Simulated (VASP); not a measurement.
Here is a VASP 6.6.1 calculation.

File INCAR:

```
SYSTEM = Al2Pt
  PREC = Accurate
  ENCUT = 500
  EDIFF = 1E-6
  ISMEAR = 0
  SIGMA = 0.2
  LREAL = .False.
  LASPH = .True.
  NELM = 120
  ALGO = Normal
  ISIF = 2
  LWAVE = .False.
  LCHARG = .False.
  GGA = PE
  NBANDS = 15
  GGA_COMPAT = .False.
```

Contents of KPOINTS:

```
Automatic mesh
0
Gamma
  7 7 3
  0 0 0
```

Contents of POSCAR:

```
Al2Pt
1.0
    3.4713089401      0.0000000032      0.0000000000
   -1.7356544728      3.0062417249      0.0000000000
    0.0000000000      0.0000000000      5.6747845618
Al Pt
2 1
Direct
    0.0000000000      0.0000000000      0.2688123995
    0.0000000000      0.0000000000      0.7311876005
    0.3333333333      0.6666666667      0.0000000000
```

Potentials or basis: VASP PAW PBE potentials, release 64 (Al, Pt).

Command:

```console
$ cat potpaw_PBE.64/Al/POTCAR potpaw_PBE.64/Pt/POTCAR > POTCAR
$ mpirun -np 1 vasp_std > vasp.out
```

Task: Estimate the band gap on the k mesh.

Result: Zero (band 8 reaches 7.00 eV, above the bottom of band 9 at 5.72 eV).

Task: Predict the pressure.

Result: 0.1 GPa.

Task: Predict the largest force.

Result: 0.027 eV/Å.

Stress tensor (GPa, compression positive):
```
 0.50  0.00  0.00
 0.00  0.50  0.00
 0.00  0.00 -0.72
```

Caveat: the k points lie up to 0.37 Å⁻¹ apart; spin-orbit coupling is left out, which moves the levels of the heavy elements.
